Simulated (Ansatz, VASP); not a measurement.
## Rh: VASP beside Ansatz

The input INCAR:

```
PREC     = Accurate       # precision mode
ENCUT    = 520            # plane-wave cutoff, eV
EDIFF    = 1E-6           # SCF threshold, eV
ISMEAR   = 0              # smearing method
SIGMA    = 0.5            # smearing width, eV
LREAL    = False          # projectors in reciprocal space
LASPH    = True           # aspherical terms in the spheres
NELM     = 100            # most SCF steps
ALGO     = Normal         # electronic algorithm
ISIF     = 2              # what is computed and relaxed
LWAVE    = False          # write WAVECAR
LCHARG   = False          # write CHGCAR
NBANDS   = 22             # bands
```

Contents of KPOINTS:

```
Automatic mesh
0
Gamma
  10 10 5
```

File POSCAR:

```
Rh
1.0
    2.7309790400      0.0000000000      0.0000000000
   -1.3654895200      2.3650972300      0.0000000000
    0.0000000000      0.0000000000      4.4284890000
Rh
2
Direct
    0.6666666675      0.3333333277      0.7500000000
    0.3333333304      0.6666666681      0.2500000000
```

Input for Ansatz:

```yaml
crystal:
  lattice:
    - [2.73097904, 0.0, 0.0]
    - [-1.36548952, 2.36509723, 0.0]
    - [0.0, 0.0, 4.428489]
  atoms:
    - { symbol: Rh, position: [0.6666666675095866, 0.33333332769579205, 0.75] }
    - { symbol: Rh, position: [0.3333333303763355, 0.666666668076052, 0.25] }
basis:
  ecutwfc: 489.804952427784
kpoints:
  mp_grid:
    grid: [10, 10, 5]
hamiltonian:
  xc: lda
  pseudopotentials:
    kind: paw
scf:
  occupations:
    method: gaussian
    width: 0.5
output:
  forces: true
  stress: true
```

Alike in both runs: task single point; functional LDA; k mesh 10 × 10 × 5; occupations gaussian, width 0.5 eV; no spin polarisation.

|  | VASP | Ansatz |
| --- | --- | --- |
| version | VASP 6.6.1 | Ansatz 0.2.0 |
| potentials or method | VASP PAW LDA potentials, release 64 (Rh_pv), cutoff 520 eV | plane waves, PAW |
| valence electrons in the cell | 30 | 34 |

Ansatz gave:

- pressure (GPa): -17.6
- traceless stress, the component that is largest in VASP (GPa): -0.91

Q: What did VASP give for the same quantities?

A: Pressure (GPa): -16.8; traceless stress, the component that is largest in VASP (GPa): -0.89.

LDA's correlation is that of Perdew and Zunger in VASP and of Perdew and Wang (1992) in Ansatz. VASP's potentials hold 30 valence electrons a cell and Ansatz's 34, so a difference there can come from the potentials and not from the codes.
